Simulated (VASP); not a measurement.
# CrN2 (I4/mmm) in VASP: single point with PBE

Aim: the single point of CrN2 with PBE.

All numbers are computed with VASP 6.6.1; they aren't measurements. Logs are shortened: lines on timing, memory, paths and dates and some standing lists are left out, and cuts for length are marked.

**1. The cell of the first run**

It takes space group I4/mmm (No. 139, tetragonal). Conventional cell: a = 2.679 Å, b = 2.679 Å, c = 9.690 Å, α = 90.00°, β = 90.00°, γ = 90.00°. Within 2.7 Å of Cr (site symmetry 4/mmm) lie 8 N at 2.04 Å and 4 Cr at 2.68 Å. N (site symmetry 4mm) has 1 N at 1.50 Å and 4 Cr at 2.04 Å within 2.1 Å.

**2. Single point, PBE**

The input, INCAR:

```
PREC = Accurate
ENCUT = 700
EDIFF = 1E-6
ISMEAR = 0
SIGMA = 0.1
LREAL = F
LASPH = T
NELM = 120
ALGO = Normal
ISIF = 2
LWAVE = F
LCHARG = F
GGA = PE
NBANDS = 19
GGA_COMPAT = F
```

The input, KPOINTS:

```
Automatic mesh
0
Gamma
  8 8 8
```

The input, POSCAR:

```
CrN2
1.0
   -1.3395705643      1.3395705643      4.8448419141
    1.3395705643     -1.3395705643      4.8448419141
    1.3395705643      1.3395705643     -4.8448419141
Cr N
1 2
Direct
    0.0000000000      0.0000000000      0.0000000000
    0.5771639075      0.5771639075      0.0000000000
    0.4228360925      0.4228360925      0.0000000000
```

Potentials or basis: VASP PAW PBE potentials, release 64 (Cr_sv, N).

Command:

```bash
$ cat potpaw_PBE.64/Cr_sv/POTCAR potpaw_PBE.64/N/POTCAR > POTCAR
$ mpirun -np 1 vasp_std > vasp.out
```

OUTCAR:

```text
PREC = Accurate
   ENCUT = 700
   EDIFF = 1E-6
   ISMEAR = 0
   LREAL = F
   LASPH = T
   NELM = 120
   ISIF = 2
   GGA = PE

 ion  position               nearest neighbor table
   1  0.000  0.000  0.000-   2 2.04   2 2.04   2 2.04   3 2.04   2 2.04   3 2.04   3 2.04   3 2.04

   2  0.577  0.577  0.000-   3 1.50   1 2.04   1 2.04   1 2.04   1 2.04
   3  0.423  0.423  0.000-   2 1.50   1 2.04   1 2.04   1 2.04   1 2.04

  LATTYP: Found a body centered tetragonal cell.
 ALAT       =     2.6791411286
 C/A-ratio  =     3.6167127311

  Lattice vectors:

 A1 = (  -1.3395705643,   1.3395705643,   4.8448419141)
 A2 = (   1.3395705643,  -1.3395705643,   4.8448419141)
 A3 = (   1.3395705643,   1.3395705643,  -4.8448419141)

Analysis of symmetry for initial positions (statically):
=====================================================================
 Subroutine PRICEL returns:
 Original cell was already a primitive cell.

 Routine SETGRP: Setting up the symmetry group for a
 body centered tetragonal supercell.

 Subroutine GETGRP returns: Found 16 space group operations
 (whereof 16 operations were pure point group operations)
 out of a pool of 16 trial point group operations.

The static configuration has the point symmetry D_4h.

Analysis of symmetry for dynamics (positions and initial velocities):
=====================================================================
 Subroutine PRICEL returns:
 Original cell was already a primitive cell.

 Routine SETGRP: Setting up the symmetry group for a
 body centered tetragonal supercell.

 Subroutine GETGRP returns: Found 16 space group operations
 (whereof 16 operations were pure point group operations)
 out of a pool of 16 trial point group operations.

The dynamic configuration has the point symmetry D_4h.

 Subroutine INISYM returns: Found 16 space group operations
 (whereof 16 operations are pure point group operations),
 and found     1 'primitive' translations

----------------------------------------------------------------------------------------

                                     Primitive cell

  volume of cell :      34.7753

  direct lattice vectors                    reciprocal lattice vectors
    -1.339570564  1.339570564  4.844841914     0.000000000  0.373253947  0.103202542
     1.339570564 -1.339570564  4.844841914     0.373253947  0.000000000  0.103202542
     1.339570564  1.339570564 -4.844841914     0.373253947  0.373253947  0.000000000

  length of vectors
     5.202056494  5.202056494  5.202056494     0.387258665  0.387258665  0.527860794

  position of ions in fractional coordinates (direct lattice)
     0.000000000  0.000000000  0.000000000
     0.577163908  0.577163908  0.000000000
     0.422836092  0.422836092  0.000000000

  ion indices of the primitive-cell ions
   primitive index   ion index
                 1           1
                 2           2
                 3           3

----------------------------------------------------------------------------------------

 KPOINTS: Automatic mesh

Automatic generation of k-mesh.
 Grid dimensions read from file:
 generate k-points for:    8    8    8

 Generating k-lattice:

  Cartesian coordinates                     Fractional coordinates (reciprocal lattice)
     0.000000000  0.046656743  0.012900318     0.125000000  0.000000000 -0.000000000
     0.046656743  0.000000000  0.012900318     0.000000000  0.125000000 -0.000000000
     0.046656743  0.046656743  0.000000000     0.000000000  0.000000000  0.125000000

  Length of vectors
     0.048407333  0.048407333  0.065982599

  Shift w.r.t. Gamma in fractional coordinates (k-lattice)
     0.000000000  0.000000000  0.000000000

 Subroutine IBZKPT returns following result:
 ===========================================

 Found     59 irreducible k-points:

 Following reciprocal coordinates:
            Coordinates               Weight
  0.000000  0.000000  0.000000      1.000000
  0.125000  0.000000 -0.000000      8.000000
  0.250000  0.000000 -0.000000      8.000000
  0.375000  0.000000 -0.000000      8.000000
  0.500000  0.000000 -0.000000      4.000000
  0.125000  0.125000 -0.000000      8.000000
[... 16 lines left out ...]
  0.250000  0.125000  0.125000     16.000000
  0.375000  0.125000  0.125000      8.000000
 [... further k-points ...]
   k-points           NKPTS =     59   k-points in BZ     NKDIM =     59   number of bands    NBANDS=     19
   number of dos      NEDOS =    301   number of ions     NIONS =      3
   total plane-waves  NPLWV = 110592
   dimension x,y,z NGX =    48 NGY =   48 NGZ =   48
   dimension x,y,z NGXF=    96 NGYF=   96 NGZF=   96
   ions per type =               1   2
   NGX,Y,Z   is equivalent  to a cutoff of  15.34, 15.34, 15.34 a.u.
   NGXF,Y,Z  is equivalent  to a cutoff of  30.68, 30.68, 30.68 a.u.
 SYSTEM =  unknown system
   PREC   = accura    normal or accurate (medium, high low for compatibility)
   ISTART =      0    job   : 0-new  1-cont  2-samecut
   ICHARG =      2    charge: 1-file 2-atom 10-const
   ISPIN  =      1    spin polarized calculation?
   LNONCOLLINEAR =      F non collinear calculations
   LSORBIT =      F    spin-orbit coupling
   LASPH  =      T    aspherical Exc in radial PAW
   ENCUT  =  700.0 eV  51.45 Ry    7.17 a.u.  11.22 11.22 11.22*2*pi/ulx,y,z
   NELM   =    120;   NELMIN=  2; NELMDL= -5     # of ELM steps
   EDIFF  = 0.1E-05   stopping-criterion for ELM
   LREAL  =      F    real-space projection
   EDIFFG = 0.1E-04   stopping-criterion for IOM
   NSW    =      0    number of steps for IOM
   IBRION =     -1    ionic relax: 0-MD 1-quasi-New 2-CG
   NFREE  =      0    steps in history (QN), initial steepest desc. (CG)
   ISIF   =      2    stress and relaxation
   ISYM   =      2    0-nonsym 1-usesym 2-fastsym
   POTIM  = 0.5000    time-step for ionic-motion
   TEBEG  =    0.0;   TEEND  =   0.0 temperature during run
   PSTRESS=    0.0 pullay stress
   NELECT =      24.0000    total number of electrons
   NUPDOWN=      -1.0000    fix difference up-down
   EMIN   =  10.00;   EMAX   =-10.00  energy-range for DOS
   EFERMI =   0.00;   METHOD = LEGACY
   ISMEAR =     0;   SIGMA  =   0.10  broadening in eV -4-tet -1-fermi 0-gaus
   EFERMI_NEDOS =   21; number of points for ismear=-14 and -15
   IALGO  =     38    algorithm
   IMIX   =      4    mixing-type and parameters
     AMIX     =   0.40;   BMIX     =  1.00
     AMIX_MAG =   1.60;   BMIX_MAG =  1.00
  volume/ion in A,a.u.               =      11.59        78.23
  Fermi-wavevector in a.u.,A,eV,Ry     =   1.446733  2.733928 28.477479  2.093036
  Thomas-Fermi vector in A             =   2.564768
   LORBIT       =      0    0 simple, 1 ext, 2 COOP (PROOUT), +10 PAW based schemes
   GGA     = PE    functional components
   LHFCALC =     F    Hartree Fock is set to
   AEXX    =    0.0000 exact exchange contribution
   IVDW    =     0    specifies the selected vdW correction
   LEPSILON=     F    determine dielectric tensor
   LRPA    =     F    only Hartree local field effects (RPA)
 non-spin polarized calculation
 Gauss-broadening in eV      SIGMA  =   0.10
  energy-cutoff  :      700.00
  volume of cell :       34.78
 maximum number of plane-waves:      1480
 NGX is ok and might be reduce to    48
   NGX = 23   NGY = 23   NGZ = 23

 number of electron      24.0000002 magnetization

 Free energy of the ion-electron system (eV)
  ---------------------------------------------------
  ext. energy  EPLUGINS =         0.00000000
  ---------------------------------------------------
  free energy    TOTEN  =       -24.46014332 eV

  energy without entropy =      -24.44572022  energy(sigma->0) =      -24.45293177

 E-fermi :   5.8327     XC(G=0): -10.3828

 val. band max:        5.7768476224   @ k =  -0.2500   0.2500   0.0000
 cond. band min:       5.8524418184   @ k =   0.5000   0.5000   0.2500
 fundamental gap:      0.0755941960
 Fermi energy:         5.8326794404

 k-point     1 :       0.0000    0.0000    0.0000
  band No.  band energies     occupation
      1     -66.8362      2.00000
      2     -38.2591      2.00000
      3     -38.2591      2.00000
      4     -37.7318      2.00000
      5     -15.0935      2.00000
      6      -6.3046      2.00000
[... 11 lines left out ...]
     18      13.0367      0.00000
     19      15.0648      0.00000

 k-point     2 :       0.1250    0.0000   -0.0000
  band No.  band energies     occupation
      1     -66.8303      2.00000
      2     -38.3163      2.00000
      3     -38.2527      2.00000
      4     -37.7257      2.00000
      5     -14.8938      2.00000
      6      -6.2736      2.00000
[... 11 lines left out ...]
     18      13.5664      0.00000
     19      15.6100      0.00000

 k-point     3 :       0.2500    0.0000   -0.0000
  band No.  band energies     occupation
      1     -66.8160      2.00000
      2     -38.4526      2.00000
      3     -38.2371      2.00000
      4     -37.7109      2.00000
      5     -14.3760      2.00000
      6      -6.1963      2.00000
[... 11 lines left out ...]
     18      14.5818      0.00000
     19      16.6339      0.00000

 k-point     4 :       0.3750    0.0000   -0.0000
  band No.  band energies     occupation
      1     -66.8017      2.00000
      2     -38.5868      2.00000
      3     -38.2214      2.00000
      4     -37.6962      2.00000
      5     -13.7901      2.00000
      6      -6.1158      2.00000
[... 407 lines left out ...]
     18      15.1183      0.00000
     19      17.9642      0.00000

 k-point    23 :       0.2500    0.1250    0.1250
  band No.  band energies     occupation
      1     -66.7825      2.00000
      2     -38.5463      2.00000
      3     -38.3950      2.00000
      4     -37.6765      2.00000
      5     -13.8333      2.00000
      6      -5.5067      2.00000
[... 11 lines left out ...]
     18      15.8007      0.00000
     19      17.4601      0.00000

 k-point    24 :       0.3750    0.1250    0.1250
  band No.  band energies     occupation
      1     -66.7767      2.00000
      2     -38.5977      2.00000
      3     -38.3856      2.00000
      4     -37.6706      2.00000
      5     -13.7399      2.00000
      6      -5.3734      2.00000
[... 11 lines left out ...]
     18      16.5041      0.00000
     19      16.5567      0.00000

 [... further k-points ...]

------------------------ aborting loop because EDIFF is reached ----------------------------------------

  FORCE on cell =-STRESS in cart. coord.  units (eV):
  Direction    XX          YY          ZZ          XY          YZ          ZX
  --------------------------------------------------------------------------------------
  -------------------------------------------------------------------------------------
  Total       -0.0653706     -0.0653706      0.1900589      0.0000000     -0.0000000      0.0000000
  in kB       -3.0117719     -3.0117719      8.7564481      0.0000000     -0.0000000      0.0000000
  external PRESSURE =       0.9109681 kB  Pullay stress =       0.0000000 kB

 VOLUME and BASIS-vectors are now :
 -----------------------------------------------------------------------------
  energy-cutoff  :      700.00
  volume of cell :       34.78
      direct lattice vectors                 reciprocal lattice vectors
    -1.339570564  1.339570564  4.844841914     0.000000000  0.373253947  0.103202542
     1.339570564 -1.339570564  4.844841914     0.373253947  0.000000000  0.103202542
     1.339570564  1.339570564 -4.844841914     0.373253947  0.373253947  0.000000000

 POSITION                                       TOTAL-FORCE (eV/Angst)
 -----------------------------------------------------------------------------------
      0.00000      0.00000      0.00000         0.000000      0.000000     -0.000000
      0.00000      0.00000      5.59254        -0.000000     -0.000000      0.124154
      0.00000      0.00000      4.09715         0.000000      0.000000     -0.124154
 -----------------------------------------------------------------------------------
    total drift:                                0.000000      0.000000     -0.000000

  FREE ENERGIE OF THE ION-ELECTRON SYSTEM (eV)
  ---------------------------------------------------
  free  energy   TOTEN  =       -24.4601433226 eV

  energy  without entropy=      -24.4457202215  energy(sigma->0) =      -24.45293177
```

Run time: 2.8 min. Hardware: 1 thread of Intel Xeon Platinum 8259CL at 2.50GHz (Skylake/Cascade Lake), shared host; peak memory 0.33 GiB.

What came out:

* Free energy: -24.4601 eV
* Pressure: 0.1 GPa
* Largest force: 0.124 eV/Å
* Band gap on the k mesh: zero (bands 12 and 13 overlap by 0.58 eV)

Forces in eV/Å, atoms in the order of the input:
```
Cr   0.000  0.000  0.000
N    0.000  0.000  0.124
N    0.000  0.000 -0.124
```

Levels at points of the mesh, in eV from the Fermi level:
```tsv
k point	band 10	band 11	band 12	band 13	band 14	band 15
(0.00, 0.00, 0.00)	-3.70	-2.39	-2.39	-0.52	0.69	3.92
(0.50, 0.00, 0.00)	-2.94	-0.80	-0.07	0.48	0.54	0.97
(0.50, 0.50, 0.00)	-5.29	-3.94	0.05	0.82	1.52	4.24
(0.50, 0.50, 0.50)	-3.70	-2.37	-2.37	-0.52	0.67	3.27
```

Caveat: the run has no spin polarisation, though such a crystal can be magnetic.

The gap in the log of VASP goes by the Fermi energy; the results here count the filled bands.